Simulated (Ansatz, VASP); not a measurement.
## Two plane-wave programs on TaN

```
Ta N
1.0
     0.00000    2.17424    2.17424
     2.17424    0.00000    2.17424
     2.17424    2.17424    0.00000
Ta N
1 1
Direct
  0.50000 0.50000 0.50000
  0.00000 0.00000 0.00000
```

Alike in both runs: functional LDA; k mesh 16 × 16 × 16; occupations gaussian, width 0.1 eV; no spin polarisation.

Ansatz relaxed the structure, and its values are those at the end. VASP's run is a single point on that final structure, the one shown.

|  | VASP | Ansatz |
| --- | --- | --- |
| version | VASP 6.6.1 | Ansatz 0.2.0 |
| potentials or method | VASP PAW LDA potentials, release 64 (Ta_pv, N), cutoff 520 eV | scalar-relativistic, plane waves, PAW |
| valence electrons in the cell | 16 | 18 |

VASP gave:

```
gap on the k mesh at the Fermi level (eV) : none
pressure (GPa)                            : 2.1
```

Problem. Which values does Ansatz return?

Solution. gap on the k mesh at the Fermi level (eV): none; pressure (GPa): 0.0.

LDA's correlation is that of Perdew and Zunger in VASP and of Perdew and Wang (1992) in Ansatz. A gap of «none» marks a metal or a gap that the smearing closes. VASP's potentials hold 16 valence electrons a cell and Ansatz's 18, so a difference there can come from the potentials and not from the codes.

Neither program's run includes spin-orbit coupling.
